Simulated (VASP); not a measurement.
# C: single point with PBE+D3(BJ)

Crystal: C.

```
C
1.0
     2.46474    0.00000    0.00000
    -1.23237    2.13453    0.00000
     0.00000    0.00000    3.56743
C
2
Direct
  0.33333 0.66667 0.00000
  0.66667 0.33333 0.00000
```

- Program: VASP 6.6.1
- Task: single point
- Functional: PBE
- Dispersion: D3(BJ)
- Potentials or basis: VASP PAW PBE potentials, release 64 (C)
- Cutoff: 600 eV
- k mesh: 18 × 18 × 6
- Occupations: tetrahedron
- Spin: no spin polarisation

```
Pressure                   : 0.0 GPa
Band gap on the k mesh     : zero (band 4 reaches 4.66 eV, above the bottom of band 5 at 3.73 eV)
Dispersion energy per atom : -0.145 eV
```

Stress tensor (GPa, compression positive):
```
 0.14  0.00  0.00
 0.00  0.14  0.00
 0.00  0.00 -0.22
```

Levels at points of the mesh, in eV from the Fermi level:
| k point | band 2 | band 3 | band 4 | band 5 | band 6 | band 7 |
| --- | --- | --- | --- | --- | --- | --- |
| (0.00, 0.00, 0.00) | -6.87 | -3.04 | -3.04 | 3.83 | 8.30 | 8.30 |
| (0.50, 0.00, 0.00) | -13.30 | -6.43 | -1.85 | 2.36 | 7.26 | 10.93 |
| (0.00, 0.00, 0.50) | -8.30 | -3.02 | -3.02 | 8.36 | 8.36 | 9.20 |
| (0.50, 0.00, 0.50) | -13.19 | -6.40 | -2.85 | 1.06 | 7.51 | 13.12 |

Wall time 25 s on 1 thread of Intel Xeon 6975P-C, on a shared host, peak memory 0.16 GiB.

Caveat: tetrahedron occupations give inexact forces and stress in metals.
